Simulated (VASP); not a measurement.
# Si9CO18 (a cell with a defect) in VASP: single point with PBE

Aim: the single point of Si9CO18 (a cell with a defect) with PBE.

Program: VASP 6.6.1. These are calculated values, not measurements. Logs are shortened: lines on timing, memory, paths and dates and some standing lists are left out, and cuts for length are marked.

### 1 The cell of the first run

The cell holds a defect, 28 atoms: a = 7.454 Å, b = 7.454 Å, c = 7.454 Å, α = 71.36°, β = 71.36°, γ = 71.36°.

### 2 Single point, PBE (with an interstitial atom, then relaxed in part)

The input, INCAR:

```
PREC = Accurate
ENCUT = 520
EDIFF = 1E-7
ISMEAR = 0
SIGMA = 0.01
LREAL = Auto
LASPH = True
NELM = 80
ALGO = Normal
ISIF = 2
LWAVE = False
LCHARG = True
GGA = PE
LELF = True
LVHAR = True
NBANDS = 94
```

The input, KPOINTS:

```
Automatic mesh
0
Gamma
  2 2 2
  0.5 0.5 0.5
```

The input, POSCAR:

```
Si9CO18
1.0
    2.5100214627      4.3474847016     -5.5094746217
    2.5100214628     -4.3474847015     -5.5094746217
   -5.0200429255      0.0000000000     -5.5094746217
Si O C
9 18 1
Direct
    0.6834603937      0.1625247124      0.1614989571
    0.3263550054      0.8014231294      0.8580179965
    0.0215246958      0.4893624636      0.4896243357
    0.9184852889      0.4715976131      0.9374205788
    0.5841748352      0.1125152516      0.6113251519
    0.2824969753      0.7892640938      0.2810130693
    0.7228368708      0.7171013923      0.2322157517
    0.4086342288      0.3929286681      0.8811756287
    0.0332629043      0.0444219067      0.5770156032
    0.6147815297      0.2046887936      0.3757567095
    0.3204359165      0.8791099996      0.0468653704
    0.9620223933      0.5378622297      0.7042326072
    0.0890238438      0.2548904705      0.5141925659
    0.7593420298      0.9343305102      0.1678085178
    0.4796140060      0.5910178219      0.8049027923
    0.7979150121      0.0662213735      0.6580418827
    0.4882423202      0.7376667943      0.3400233985
    0.1472485146      0.4789406551      0.9695155444
    0.8294071150      0.5708443150      0.4032773635
    0.4939944346      0.2518115164      0.0649450229
    0.1376864056      0.9003885515      0.7495581606
    0.7488599577      0.6216398668      0.0502948366
    0.4343370701      0.2894622585      0.7141541526
    0.1154238507      0.9524419305      0.3869837545
    0.8703040482      0.2589472795      0.0260237007
    0.4845066052      0.9335661004      0.6883073048
    0.2009603698      0.5889120351      0.3519461048
    0.1091510637      0.6651514681      0.0178750981
```

Potentials or basis: VASP PAW PBE potentials, release 64 (Si, O, C).

On the command line:

```
cat potpaw_PBE.64/Si/POTCAR potpaw_PBE.64/O/POTCAR potpaw_PBE.64/C/POTCAR > POTCAR
mpirun -np 1 vasp_std > vasp.out
```

OUTCAR:

```text
PREC = Accurate
   ENCUT = 520
   EDIFF = 1E-7
   ISMEAR = 0
   LREAL = Auto
   LASPH = True
   NELM = 80
   ISIF = 2
   GGA = PE

 ion  position               nearest neighbor table
   1  0.683  0.163  0.161-  14 1.60  10 1.61  20 1.64  25 1.66   4 3.07   8 3.12   5 3.12   7 3.12

   2  0.326  0.801  0.858-  11 1.67  21 1.69  15 1.70  26 1.72  28 2.03   8 2.87   6 3.04
   3  0.022  0.489  0.490-  19 1.62  13 1.62  27 1.63  12 1.64   7 3.12   6 3.13   4 3.15   9 3.15

   4  0.918  0.472  0.937-  12 1.60  22 1.60  25 1.62  18 1.82   7 3.02   1 3.07   3 3.15
   5  0.584  0.113  0.611-  26 1.59  10 1.64  16 1.64  23 1.65   8 3.06   1 3.12
   6  0.282  0.789  0.281-  11 1.62  17 1.62  24 1.63  27 1.66   2 3.04   7 3.07   9 3.12   3 3.13

   7  0.723  0.717  0.232-  14 1.62  19 1.63  17 1.65  22 1.66   4 3.02   6 3.07   1 3.12   3 3.12

   8  0.409  0.393  0.881-  23 1.60  15 1.60  20 1.61  18 1.81   2 2.87   5 3.06   1 3.12
   9  0.033  0.044  0.577-  21 1.62  24 1.63  16 1.63  13 1.64   6 3.12   3 3.15
  10  0.615  0.205  0.376-   1 1.61   5 1.64
  11  0.320  0.879  0.047-   6 1.62   2 1.67
  12  0.962  0.538  0.704-   4 1.60   3 1.64
  13  0.089  0.255  0.514-   3 1.62   9 1.64
  14  0.759  0.934  0.168-   1 1.60   7 1.62
  15  0.480  0.591  0.805-   8 1.60   2 1.70
  16  0.798  0.066  0.658-   9 1.63   5 1.64
  17  0.488  0.738  0.340-   6 1.62   7 1.65
  18  0.147  0.479  0.970-  28 1.46   8 1.81   4 1.82
  19  0.829  0.571  0.403-   3 1.62   7 1.63
  20  0.494  0.252  0.065-   8 1.61   1 1.64
  21  0.138  0.900  0.750-   9 1.62   2 1.69
  22  0.749  0.622  0.050-   4 1.60   7 1.66
  23  0.434  0.289  0.714-   8 1.60   5 1.65
  24  0.115  0.952  0.387-   9 1.63   6 1.63
  25  0.870  0.259  0.026-   4 1.62   1 1.66
  26  0.485  0.934  0.688-   5 1.59   2 1.72
  27  0.201  0.589  0.352-   3 1.63   6 1.66
  28  0.109  0.665  0.018-  18 1.46   2 2.03

  LATTYP: Found a trigonal (rhomboedric) cell.
 ALAT       =     7.4535321547
 COS(alpha) =     0.3195724935

  Lattice vectors:

 A1 = (   2.5100214627,   4.3474847016,  -5.5094746217)
 A2 = (   2.5100214628,  -4.3474847015,  -5.5094746217)
 A3 = (  -5.0200429255,   0.0000000000,  -5.5094746217)

Analysis of symmetry for initial positions (statically):
=====================================================================
 Subroutine PRICEL returns:
 Original cell was already a primitive cell.

 Routine SETGRP: Setting up the symmetry group for a
 trigonal (rhombohedral) supercell.

 Subroutine GETGRP returns: Found  1 space group operations
 (whereof  1 operations were pure point group operations)
 out of a pool of 12 trial point group operations.

The static configuration has the point symmetry C_1 .

Analysis of symmetry for dynamics (positions and initial velocities):
=====================================================================
 Subroutine PRICEL returns:
 Original cell was already a primitive cell.

 Routine SETGRP: Setting up the symmetry group for a
 trigonal (rhombohedral) supercell.

 Subroutine GETGRP returns: Found  1 space group operations
 (whereof  1 operations were pure point group operations)
 out of a pool of 12 trial point group operations.

The dynamic configuration has the point symmetry C_1 .

 Subroutine INISYM returns: Found  1 space group operations
 (whereof  1 operations are pure point group operations),
 and found     1 'primitive' translations

----------------------------------------------------------------------------------------

                                     Primitive cell

  volume of cell :     360.7256

  direct lattice vectors                    reciprocal lattice vectors
     2.510021463  4.347484702 -5.509474622     0.066400495  0.115009030 -0.060501837
     2.510021463 -4.347484701 -5.509474622     0.066400495 -0.115009030 -0.060501837
    -5.020042926  0.000000000 -5.509474622    -0.132800989 -0.000000000 -0.060501837

  length of vectors
     7.453532155  7.453532155  7.453532155     0.145933461  0.145933461  0.145933461

  position of ions in fractional coordinates (direct lattice)
     0.683460394  0.162524712  0.161498957
     0.326355005  0.801423129  0.858017997
     0.021524696  0.489362464  0.489624336
     0.918485289  0.471597613  0.937420579
     0.584174835  0.112515252  0.611325152
     0.282496975  0.789264094  0.281013069
[... 20 lines left out ...]
     0.200960370  0.588912035  0.351946105
     0.109151064  0.665151468  0.017875098

  ion indices of the primitive-cell ions
   primitive index   ion index
                 1           1
                 2           2
                 3           3
                 4           4
                 5           5
                 6           6
[... 20 lines left out ...]
                27          27
                28          28

----------------------------------------------------------------------------------------

 KPOINTS: Automatic mesh

Automatic generation of k-mesh.
 Grid dimensions read from file:
 generate k-points for:    2    2    2

 Generating k-lattice:

  Cartesian coordinates                     Fractional coordinates (reciprocal lattice)
     0.033200247  0.057504515 -0.030250918     0.500000000 -0.000000000  0.000000000
     0.033200247 -0.057504515 -0.030250918    -0.000000000  0.500000000  0.000000000
    -0.066400495 -0.000000000 -0.030250918    -0.000000000  0.000000000  0.500000000

  Length of vectors
     0.072966730  0.072966730  0.072966730

  Shift w.r.t. Gamma in fractional coordinates (k-lattice)
     0.500000000  0.500000000  0.500000000

 Subroutine IBZKPT returns following result:
 ===========================================

 Found      4 irreducible k-points:

 Following reciprocal coordinates:
            Coordinates               Weight
  0.250000  0.250000  0.250000      2.000000
 -0.250000  0.250000  0.250000      2.000000
  0.250000 -0.250000  0.250000      2.000000
  0.250000  0.250000 -0.250000      2.000000
   k-points           NKPTS =      4   k-points in BZ     NKDIM =      4   number of bands    NBANDS=     94
   number of dos      NEDOS =    301   number of ions     NIONS =     28
   total plane-waves  NPLWV = 175616
   dimension x,y,z NGX =    56 NGY =   56 NGZ =   56
   dimension x,y,z NGXF=   112 NGYF=  112 NGZF=  112
   ions per type =               9  18   1
   NGX,Y,Z   is equivalent  to a cutoff of  12.49, 12.49, 12.49 a.u.
   NGXF,Y,Z  is equivalent  to a cutoff of  24.98, 24.98, 24.98 a.u.
 SYSTEM =  unknown system
   PREC   = accura    normal or accurate (medium, high low for compatibility)
   ISTART =      0    job   : 0-new  1-cont  2-samecut
   ICHARG =      2    charge: 1-file 2-atom 10-const
   ISPIN  =      1    spin polarized calculation?
   LNONCOLLINEAR =      F non collinear calculations
   LSORBIT =      F    spin-orbit coupling
   LASPH  =      T    aspherical Exc in radial PAW
   ENCUT  =  520.0 eV  38.22 Ry    6.18 a.u.  13.86 13.86 13.86*2*pi/ulx,y,z
   NELM   =     80;   NELMIN=  2; NELMDL= -5     # of ELM steps
   EDIFF  = 0.1E-06   stopping-criterion for ELM
   LREAL  =      T    real-space projection
   EDIFFG = 0.1E-05   stopping-criterion for IOM
   NSW    =      0    number of steps for IOM
   IBRION =     -1    ionic relax: 0-MD 1-quasi-New 2-CG
   NFREE  =      0    steps in history (QN), initial steepest desc. (CG)
   ISIF   =      2    stress and relaxation
   ISYM   =      2    0-nonsym 1-usesym 2-fastsym
   POTIM  = 0.5000    time-step for ionic-motion
   TEBEG  =    0.0;   TEEND  =   0.0 temperature during run
   PSTRESS=    0.0 pullay stress
   NELECT =     148.0000    total number of electrons
   NUPDOWN=      -1.0000    fix difference up-down
   EMIN   =  10.00;   EMAX   =-10.00  energy-range for DOS
   EFERMI =   0.00;   METHOD = LEGACY
   ISMEAR =     0;   SIGMA  =   0.01  broadening in eV -4-tet -1-fermi 0-gaus
   EFERMI_NEDOS =   21; number of points for ismear=-14 and -15
   IALGO  =     38    algorithm
   IMIX   =      4    mixing-type and parameters
     AMIX     =   0.40;   BMIX     =  1.00
     AMIX_MAG =   1.60;   BMIX_MAG =  1.00
  volume/ion in A,a.u.               =      12.88        86.94
  Fermi-wavevector in a.u.,A,eV,Ry     =   1.216475  2.298804 20.134048  1.479811
  Thomas-Fermi vector in A             =   2.351827
   LORBIT       =      0    0 simple, 1 ext, 2 COOP (PROOUT), +10 PAW based schemes
   GGA     = PE    functional components
   LHFCALC =     F    Hartree Fock is set to
   AEXX    =    0.0000 exact exchange contribution
   IVDW    =     0    specifies the selected vdW correction
   LEPSILON=     F    determine dielectric tensor
   LRPA    =     F    only Hartree local field effects (RPA)
 non-spin polarized calculation
 Gauss-broadening in eV      SIGMA  =   0.01
  energy-cutoff  :      520.00
  volume of cell :      360.73
 maximum number of plane-waves:      9718
   NGX = 27   NGY = 27   NGZ = 27

 number of electron     147.9999999 magnetization

 Free energy of the ion-electron system (eV)
  ---------------------------------------------------
  ext. energy  EPLUGINS =         0.00000000
  ---------------------------------------------------
  free energy    TOTEN  =      -214.63175963 eV

  energy without entropy =     -214.63175963  energy(sigma->0) =     -214.63175963

 E-fermi :   3.7335     XC(G=0):  -9.1062

 val. band max:        3.6087784030   @ k =   0.2500  -0.2500   0.2500
 cond. band min:       5.1997519601   @ k =   0.2500  -0.2500   0.2500
 fundamental gap:      1.5909735571
 Fermi energy:         3.7334816566

 k-point     1 :       0.2500    0.2500    0.2500
  band No.  band energies     occupation
      1     -19.5683      2.00000
      2     -18.1469      2.00000
      3     -17.8207      2.00000
      4     -17.7263      2.00000
      5     -17.4649      2.00000
      6     -17.3320      2.00000
[... 78 lines left out ...]
     85      10.2022      0.00000
     86      10.2741      0.00000

 k-point     2 :      -0.2500    0.2500    0.2500
  band No.  band energies     occupation
      1     -19.5660      2.00000
      2     -18.1452      2.00000
      3     -17.8583      2.00000
      4     -17.6789      2.00000
      5     -17.5273      2.00000
      6     -17.3303      2.00000
[... 78 lines left out ...]
     85      10.1928      0.00000
     86      10.2526      0.00000

 k-point     3 :       0.2500   -0.2500    0.2500
  band No.  band energies     occupation
      1     -19.5666      2.00000
      2     -18.1128      2.00000
      3     -17.8734      2.00000
      4     -17.7448      2.00000
      5     -17.5202      2.00000
      6     -17.2910      2.00000
[... 78 lines left out ...]
     85      10.2176      0.00000
     86      10.3115      0.00000

 k-point     4 :       0.2500    0.2500   -0.2500
  band No.  band energies     occupation
      1     -19.5669      2.00000
      2     -18.0917      2.00000
      3     -17.9343      2.00000
      4     -17.6884      2.00000
      5     -17.4867      2.00000
      6     -17.3708      2.00000
[... 78 lines left out ...]
     85      10.1490      0.00000
     86      10.2952      0.00000
 [bands above 86 left out]

------------------------ aborting loop because EDIFF is reached ----------------------------------------

  FORCE on cell =-STRESS in cart. coord.  units (eV):
  Direction    XX          YY          ZZ          XY          YZ          ZX
  --------------------------------------------------------------------------------------
  -------------------------------------------------------------------------------------
  Total       -2.9927325      1.5504670      1.0945898     -3.5074011      3.6120120      4.3801426
  in kB      -13.2923431      6.8864621      4.8616650    -15.5782648     16.0428982     19.4545818
  external PRESSURE =      -0.5147386 kB  Pullay stress =       0.0000000 kB

 VOLUME and BASIS-vectors are now :
 -----------------------------------------------------------------------------
  energy-cutoff  :      520.00
  volume of cell :      360.73
      direct lattice vectors                 reciprocal lattice vectors
     2.510021463  4.347484702 -5.509474622     0.066400495  0.115009030 -0.060501837
     2.510021463 -4.347484701 -5.509474622     0.066400495 -0.115009030 -0.060501837
    -5.020042926  0.000000000 -5.509474622    -0.132800989 -0.000000000 -0.060501837

 POSITION                                       TOTAL-FORCE (eV/Angst)
 -----------------------------------------------------------------------------------
      1.31271      2.26476     -5.55071         0.024183     -0.002759      0.006137
     -1.47654     -2.06535    -10.94069         0.024180     -0.019453      0.003410
     -1.17560     -2.03392     -5.51229        -0.000272      0.011240     -0.008828
     -1.21675      1.94284    -12.82332         0.022111      0.031181     -0.006894
     -1.32017      2.05053     -7.20648         0.018380     -0.030240     -0.018903
      1.27945     -2.20316     -7.45307        -0.027000      0.003159      0.003171
[... 20 lines left out ...]
      0.21581     -1.68661     -6.29082         0.011007     -0.014880     -0.012243
      1.85378     -2.41720     -4.36448         0.008570     -0.085607     -0.100461
 -----------------------------------------------------------------------------------
    total drift:                                0.023212      0.001998      0.011019

  FREE ENERGIE OF THE ION-ELECTRON SYSTEM (eV)
  ---------------------------------------------------
  free  energy   TOTEN  =      -214.6317596274 eV

  energy  without entropy=     -214.6317596274  energy(sigma->0) =     -214.63175963
```

Wall time 11 min (1 thread of AMD EPYC 7R13, shared host); peak memory 0.41 GiB.

Results:

* Free energy: -214.6318 eV
* Pressure: -0.1 GPa
* Largest force: 0.132 eV/Å
* Band gap on the k mesh: 1.59 eV

Forces in eV/Å, atoms in the order of the input:
```
Si   0.024 -0.003  0.006
Si   0.024 -0.019  0.003
Si   0.000  0.011 -0.009
Si   0.022  0.031 -0.007
Si   0.018 -0.030 -0.019
Si  -0.027  0.003  0.003
Si  -0.016 -0.009  0.001
Si  -0.056  0.000  0.053
Si   0.006 -0.007 -0.005
O   -0.020  0.008 -0.011
O    0.025 -0.006  0.006
O    0.022  0.013  0.021
O   -0.007 -0.003  0.006
O   -0.018  0.010  0.013
O    0.029 -0.013 -0.040
O    0.006 -0.010  0.011
O    0.002 -0.001 -0.004
O    0.014  0.077  0.085
O    0.018 -0.001  0.002
O   -0.008  0.021 -0.019
O   -0.007  0.023 -0.007
O   -0.019 -0.018 -0.023
O    0.010  0.029  0.026
O   -0.004  0.000 -0.002
O   -0.020 -0.006  0.010
O   -0.037  0.003  0.014
O    0.011 -0.015 -0.012
C    0.009 -0.086 -0.100
```

Caveat: the cell differs from its parent crystal (with an interstitial atom, then relaxed in part).
